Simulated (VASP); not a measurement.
# KI (Fm-3m) in VASP: notebook, part 2 of 2

VASP 6.6.1.

### 3 Single point, PBE (volume changed by +3%)

File INCAR:

```
ALGO = Normal
EDIFF = 1E-6
ENCUT = 520
GGA = PE
ISIF = 2
ISMEAR = 0
LASPH = True
LCHARG = False
LREAL = False
LWAVE = False
NBANDS = 15
NELM = 60
PREC = Accurate
SIGMA = 0.01
```

File KPOINTS:

```
k-points
0
Gamma
  6 6 6
```

File POSCAR:

```
KI
1.0
    0.0000000000      3.6267175249      3.6267175249
    3.6267175249      0.0000000000      3.6267175249
    3.6267175249      3.6267175249      0.0000000000
K I
1 1
Direct
    0.0000000000      0.0000000000      0.0000000000
    0.5000000000      0.5000000000      0.5000000000
```

Potentials or basis: VASP PAW PBE potentials, release 64 (K_sv, I).

On the command line:

```
cat potpaw_PBE.64/K_sv/POTCAR potpaw_PBE.64/I/POTCAR > POTCAR
mpirun -np 1 vasp_std > vasp.out
```

OUTCAR:

```text
EDIFF = 1E-6
   ENCUT = 520
   GGA = PE
   ISIF = 2
   ISMEAR = 0
   LASPH = True
   LREAL = False
   NELM = 60
   PREC = Accurate

 ion  position               nearest neighbor table
   1  0.000  0.000  0.000-   2 3.63   2 3.63   2 3.63   2 3.63   2 3.63   2 3.63
   2  0.500  0.500  0.500-   1 3.63   1 3.63   1 3.63   1 3.63   1 3.63   1 3.63

  LATTYP: Found a face centered cubic cell.
 ALAT       =     7.2534350498

  Lattice vectors:

 A1 = (   0.0000000000,   3.6267175249,   3.6267175249)
 A2 = (   3.6267175249,   0.0000000000,   3.6267175249)
 A3 = (   3.6267175249,   3.6267175249,   0.0000000000)

Analysis of symmetry for initial positions (statically):
=====================================================================
 Subroutine PRICEL returns:
 Original cell was already a primitive cell.

 Routine SETGRP: Setting up the symmetry group for a
 face centered cubic supercell.

 Subroutine GETGRP returns: Found 48 space group operations
 (whereof 48 operations were pure point group operations)
 out of a pool of 48 trial point group operations.

The static configuration has the point symmetry O_h .

Analysis of symmetry for dynamics (positions and initial velocities):
=====================================================================
 Subroutine PRICEL returns:
 Original cell was already a primitive cell.

 Routine SETGRP: Setting up the symmetry group for a
 face centered cubic supercell.

 Subroutine GETGRP returns: Found 48 space group operations
 (whereof 48 operations were pure point group operations)
 out of a pool of 48 trial point group operations.

The dynamic configuration has the point symmetry O_h .

 Subroutine INISYM returns: Found 48 space group operations
 (whereof 48 operations are pure point group operations),
 and found     1 'primitive' translations

----------------------------------------------------------------------------------------

                                     Primitive cell

  volume of cell :      95.4050

  direct lattice vectors                    reciprocal lattice vectors
[... 109 lines left out ...]
 non-spin polarized calculation
 Gauss-broadening in eV      SIGMA  =   0.01
  energy-cutoff  :      520.00
  volume of cell :       95.41
 maximum number of plane-waves:      2637
 NGX is ok and might be reduce to    40
   NGX = 19   NGY = 19   NGZ = 19

 number of electron      16.0000002 magnetization

 Free energy of the ion-electron system (eV)
  ---------------------------------------------------
  ext. energy  EPLUGINS =         0.00000000
  ---------------------------------------------------
  free energy    TOTEN  =        -5.56307374 eV

  energy without entropy =       -5.56307374  energy(sigma->0) =       -5.56307374

 E-fermi :  -0.7510     XC(G=0):  -6.8751

 val. band max:       -0.8014236328   @ k =   0.0000   0.0000   0.0000
 cond. band min:       2.9865866293   @ k =   0.0000   0.0000   0.0000
 fundamental gap:      3.7880102621
 Fermi energy:        -0.7509868720

 k-point     1 :       0.0000    0.0000    0.0000
  band No.  band energies     occupation
      1     -29.4518      2.00000
      2     -12.9301      2.00000
      3     -12.9301      2.00000
      4     -12.9301      2.00000
      5     -11.1949      2.00000
      6      -0.8014      2.00000
      7      -0.8014      2.00000
      8      -0.8014      2.00000
      9       2.9866      0.00000
     10       5.7151      0.00000
     11       5.7151      0.00000
     12       5.7151      0.00000
     13       6.3815      0.00000
     14       6.3815      0.00000
[... 257 lines left out ...]
      2     -12.9569      2.00000
      3     -12.9565      2.00000
      4     -12.9476      2.00000
      5     -11.0549      2.00000
      6      -1.5670      2.00000
      7      -1.2934      2.00000
      8      -1.2685      2.00000
      9       4.9007      0.00000
     10       5.3737      0.00000
     11       6.4551      0.00000
     12       7.2410      0.00000
     13       7.5899      0.00000
     14       8.6338      0.00000
     15       8.9568      0.00000

------------------------ aborting loop because EDIFF is reached ----------------------------------------

  FORCE on cell =-STRESS in cart. coord.  units (eV):
  Direction    XX          YY          ZZ          XY          YZ          ZX
  --------------------------------------------------------------------------------------
  -------------------------------------------------------------------------------------
  Total       -0.1600566     -0.1600566     -0.1600566     -0.0000000      0.0000000      0.0000000
  in kB       -2.6879000     -2.6879000     -2.6879000     -0.0000000      0.0000000      0.0000000
  external PRESSURE =      -2.6879000 kB  Pullay stress =       0.0000000 kB

 VOLUME and BASIS-vectors are now :
 -----------------------------------------------------------------------------
  energy-cutoff  :      520.00
  volume of cell :       95.41
      direct lattice vectors                 reciprocal lattice vectors
     0.000000000  3.626717525  3.626717525    -0.137865714  0.137865714  0.137865714
     3.626717525  0.000000000  3.626717525     0.137865714 -0.137865714  0.137865714
     3.626717525  3.626717525  0.000000000     0.137865714  0.137865714 -0.137865714

 POSITION                                       TOTAL-FORCE (eV/Angst)
 -----------------------------------------------------------------------------------
      0.00000      0.00000      0.00000        -0.000000      0.000000      0.000000
      3.62672      3.62672      3.62672         0.000000     -0.000000     -0.000000
 -----------------------------------------------------------------------------------
    total drift:                                0.000000     -0.000000     -0.000000

  FREE ENERGIE OF THE ION-ELECTRON SYSTEM (eV)
  ---------------------------------------------------
  free  energy   TOTEN  =        -5.5630737428 eV

  energy  without entropy=       -5.5630737428  energy(sigma->0) =       -5.56307374
```

OSZICAR:

```text
N       E                     dE             d eps       ncg     rms          rms(c)
DAV:   1     0.891221240429E+02    0.89122E+02   -0.64491E+03   480   0.895E+02
DAV:   2     0.333027132211E+00   -0.88789E+02   -0.82869E+02   621   0.208E+02
DAV:   3    -0.532801846490E+01   -0.56610E+01   -0.56324E+01   656   0.456E+01
DAV:   4    -0.565737184168E+01   -0.32935E+00   -0.32925E+00   820   0.928E+00
DAV:   5    -0.565934680594E+01   -0.19750E-02   -0.19749E-02   698   0.691E-01    0.265E+00
DAV:   6    -0.556279435701E+01    0.96552E-01   -0.10816E-01   620   0.177E+00    0.191E+00
DAV:   7    -0.555586991935E+01    0.69244E-02   -0.11750E-01   655   0.164E+00    0.780E-01
DAV:   8    -0.556235583222E+01   -0.64859E-02   -0.12256E-02   531   0.688E-01    0.124E-01
DAV:   9    -0.556292057007E+01   -0.56474E-03   -0.12235E-03   676   0.188E-01    0.814E-02
DAV:  10    -0.556301702451E+01   -0.96454E-04   -0.12976E-04   631   0.591E-02    0.232E-02
DAV:  11    -0.556307354028E+01   -0.56516E-04   -0.68770E-05   536   0.486E-02    0.163E-02
DAV:  12    -0.556307374277E+01   -0.20249E-06   -0.24261E-06   633   0.116E-02
   1 F= -.55630737E+01 E0= -.55630737E+01  d E =-.701754E-15
```

stdout:

```text
POSCAR found type information on POSCAR K I
 POSCAR found :  2 types and       2 ions
 scaLAPACK will be used
 LDA part: xc-table for (Slater+PW92), standard interpolation
 POSCAR, INCAR and KPOINTS ok, starting setup
 FFT: planning ... GRIDC
 FFT: planning ... GRID_SOFT
 FFT: planning ... GRID
 WAVECAR not read
 entering main loop
```

Run time: 25 s. Hardware: 1 thread of Intel Xeon Platinum 8259CL at 2.50GHz (Skylake/Cascade Lake), shared host; peak memory 0.24 GiB.

What came out:

```
Free energy            : -5.5631 eV
Pressure               : -0.3 GPa
Band gap on the k mesh : 3.79 eV, direct
```

Caveat: spin-orbit coupling is left out, which moves the levels of the heavy elements.

### 4 Single point, PBE (volume changed by +6%)

File INCAR:

```
PREC = Accurate
ENCUT = 520
EDIFF = 1E-6
ISMEAR = 0
SIGMA = 0.01
LREAL = F
LASPH = T
NELM = 80
ALGO = Normal
ISIF = 2
LWAVE = F
LCHARG = T
GGA = PE
LELF = T
LVHAR = T
NBANDS = 15
```

File KPOINTS:

```
Automatic mesh
0
Gamma
  6 6 6
```

File POSCAR:

```
KI
1.0
    0.0000000000      3.6615919482      3.6615919482
    3.6615919482      0.0000000000      3.6615919482
    3.6615919482      3.6615919482      0.0000000000
K I
1 1
Direct
    0.0000000000      0.0000000000      0.0000000000
    0.5000000000      0.5000000000      0.5000000000
```

On the command line:

```
cat potpaw_PBE.64/K_sv/POTCAR potpaw_PBE.64/I/POTCAR > POTCAR
mpirun -np 1 vasp_std > vasp.out
```

Run time: 26 s. Hardware: 1 thread of Intel Xeon Platinum 8259CL at 2.50GHz (Skylake/Cascade Lake), shared host; peak memory 0.24 GiB.

Results (log left out):

```
Free energy            : -5.5563 eV
Pressure               : -0.5 GPa
Band gap on the k mesh : 3.73 eV, direct
```

Levels at points of the mesh, in eV from the valence-band top:
```
           k point  band 4  band 5  band 6  band 7  band 8  band 9  band 10  band 11  band 12  band 13
(0.00, 0.00, 0.00)  -12.18  -10.36    0.00    0.00    0.00    3.73     6.52     6.52     6.52     7.17
(0.50, 0.00, 0.00)  -12.19  -10.19   -1.09   -0.26   -0.26    5.40     7.35     7.92     7.92     8.50
(0.50, 0.50, 0.00)  -12.20  -10.26   -0.84   -0.31   -0.31    5.08     5.52     7.97     8.28     8.37
```

Caveat: spin-orbit coupling is left out, which moves the levels of the heavy elements.

### 5 Overview

```csv
cell,gap on the mesh (eV),pressure (GPa)
"a = 5.079 Å, angles 60.0°, 2 atoms",3.85,0.0
"a = 5.129 Å, angles 60.0°, 2 atoms",3.79,-0.3
"a = 5.178 Å, angles 60.0°, 2 atoms",3.73,-0.5
```

Alike in all rows: task single point; level PBE; potentials or basis VASP PAW PBE potentials, release 64 (K_sv, I); no spin polarisation; k mesh 6 × 6 × 6; cutoff (eV) 520; smearing gaussian 0.01 eV.

Caveats: spin-orbit coupling is left out, which moves the levels of the heavy elements.

Total energies depend on the potentials used, so only differences within one code and one set of settings carry meaning.
